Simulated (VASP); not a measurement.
A run of VASP 6.6.1 is set up as follows.

File INCAR:

```
  PREC = Accurate
  ENCUT = 520
  EDIFF = 1E-6
  ISMEAR = -1
  SIGMA = 0.05
  LREAL = F
  LASPH = T
  NELM = 60
  ALGO = Normal
  ISIF = 2
  LWAVE = F
  LCHARG = T
  GGA = PS
  LELF = T
  LVHAR = T
  NBANDS = 16
```

File KPOINTS:

```
Automatic mesh
0
Gamma
  7 7 6
```

File POSCAR:

```
NbTe
1.0
    3.6659446427      0.0000000000      0.0000000000
   -1.8329723214      3.1748011895      0.0000000000
    0.0000000000      0.0000000000      3.6942110000
Te Nb
1 1
Direct
    0.6666666667      0.3333333333      0.0000000000
    0.0000000000      0.0000000000      0.5000000000
```

Potentials or basis: VASP PAW PBE potentials, release 64 (Te, Nb_sv).

Command:

```sh
$ cat potpaw_PBE.64/Te/POTCAR potpaw_PBE.64/Nb_sv/POTCAR > POTCAR
$ mpirun -np 1 vasp_std > vasp.out
```

(1) What does it give for the pressure?

## Answers

(1) -3.2 GPa.

Caveat: the PAW data sets were made with another functional, which shifts forces and pressure a little.
